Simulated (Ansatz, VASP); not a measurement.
Pt: VASP beside Ansatz

```
Pt
1.0
     2.80729    0.00000    0.00000
     0.00000    2.80729    0.00000
     0.00000    0.00000   18.97011
Pt
3
Direct
  0.50000 0.50000 0.39855
  0.00000 0.00000 0.50000
  0.50000 0.50000 0.60145
```

Alike in both runs: functional PBE; k mesh 12 × 12 × 1; occupations gaussian, width 0.1 eV; no spin polarisation.

Ansatz relaxed the structure, and its values are those at the end. VASP's run is a single point on that final structure, the one shown.

|  | VASP | Ansatz |
| --- | --- | --- |
| version | VASP 6.6.1 | Ansatz 0.2.0 |
| potentials or method | VASP PAW PBE potentials, release 64 (Pt), cutoff 520 eV | scalar-relativistic, plane waves, PAW |
| valence electrons in the cell | 30 | 54 |

VASP gave:

```
gap on the k mesh at the Fermi level (eV)  : none
rms of the force components (eV/Å)         : 0.007
work function, face that differs most (eV) : 5.68
```

Question: Which values does Ansatz return?

Answer: gap on the k mesh at the Fermi level (eV): none; rms of the force components (eV/Å): 0.002; work function, face that differs most (eV): 5.68.

A gap of «none» marks a metal or a gap that the smearing closes. VASP's potentials hold 30 valence electrons a cell and Ansatz's 54, so a difference there can come from the potentials and not from the codes.

Spin-orbit coupling is off throughout.
